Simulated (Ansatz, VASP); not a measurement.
One calculation of LiAl2B2, two programs

INCAR

```
  PREC = Accurate
  ENCUT = 520
  EDIFF = 1E-7
  ISMEAR = -1
  SIGMA = 0.1
  LREAL = False
  LASPH = True
  NELM = 100
  ALGO = Normal
  ISIF = 2
  LWAVE = False
  LCHARG = False
  GGA = PE
  NBANDS = 16
```

KPOINTS

```
regular mesh
0
Gamma
  11 11 6
```

The input POSCAR:

```
LiAl2B2
1.0
    1.7296640000      2.9958640000      0.0000000000
   -1.7296640000      2.9958640000      0.0000000000
    0.0000000000      0.0000000000      6.0060410000
Li B Al
1 2 2
Direct
    0.0000000000      0.0000000000      0.0000000000
    0.3333300000      0.3333400000      0.2617000000
    0.6666700000      0.6666600000      0.7383000000
    0.3333300000      0.3333400000      0.6298000000
    0.6666700000      0.6666600000      0.3702000000
```

Input for Ansatz:

```yaml
crystal:
  lattice:
    - [1.729664, 2.995864, 0.0]
    - [-1.729664, 2.995864, 0.0]
    - [0.0, 0.0, 6.006041]
  atoms:
    - { symbol: Li, position: [0.0, 0.0, 0.0] }
    - { symbol: B, position: [0.33333, 0.33334, 0.2617] }
    - { symbol: B, position: [0.66667, 0.66666, 0.7383] }
    - { symbol: Al, position: [0.33333, 0.33334, 0.6298] }
    - { symbol: Al, position: [0.66667, 0.66666, 0.3702] }
  symmetry: { tolerance: 0.0003 }
kpoints:
  mp_grid: { grid: [11, 11, 6], shift: [0, 0, 0] }
  band_path:
    path:
      - [0.0, 0.0, 0.0]
      - [0.5, 0.5, 0.0]
      - [0.33333333, 0.66666667, 0.0]
      - [0.0, 0.0, 0.0]
      - [0.0, 0.0, 0.5]
      - [0.5, 0.5, 0.5]
      - [0.33333333, 0.66666667, 0.5]
      - [0.0, 0.0, 0.5]
      - [0.5, 0.5, 0.5]
      - [0.5, 0.5, 0.0]
      - [0.33333333, 0.66666667, 0.5]
    npoints: 6
magnetization:
  spin_polarized: false
scf:
  occupations: { method: fermi_dirac }
  lower_state_search: "off"
  max_iter: 200
hamiltonian:
  pseudopotentials: { kind: paw }
  xc: pbe
basis:
  ecutwfc: 420
  fft_grid_basis: typed
output:
  forces: true
  stress: true
  eigenvalues: true
  bader: true
  populations: true
  elf: true
  write_potential: true
  volumetric_format: npy
  dos:
    e_range: [-12, 8]
    de: 0.05
    projected: { site_lists: { Al: [Al], B: [B], Li: [Li] } }
checkpoint:
  read: saved_state
```

Alike in both runs: task single point; functional PBE; k mesh 11 × 11 × 6; no spin polarisation.

|  | VASP | Ansatz |
| --- | --- | --- |
| version | VASP 6.6.1 | Ansatz 0.2.0 |
| potentials or method | VASP PAW PBE potentials, release 64 (Li_sv, B, Al), cutoff 520 eV | PAW plane waves |
| occupations | fermi-dirac, width 0.1 eV | fermi-dirac |
| valence electrons in the cell | 15 | 15 |

|  | VASP | Ansatz | Ansatz less VASP |
| --- | --- | --- | --- |
| rms of the force components (eV/Å) | 0.651 | 0.651 | +0.0001 |

Atom by atom the forces differ by 0.002 eV/Å (rms over components). Ansatz's warnings: structure snapped to symmetry.

Noted on VASP's run: the cutoff is short for stress, so the pressure is rough.
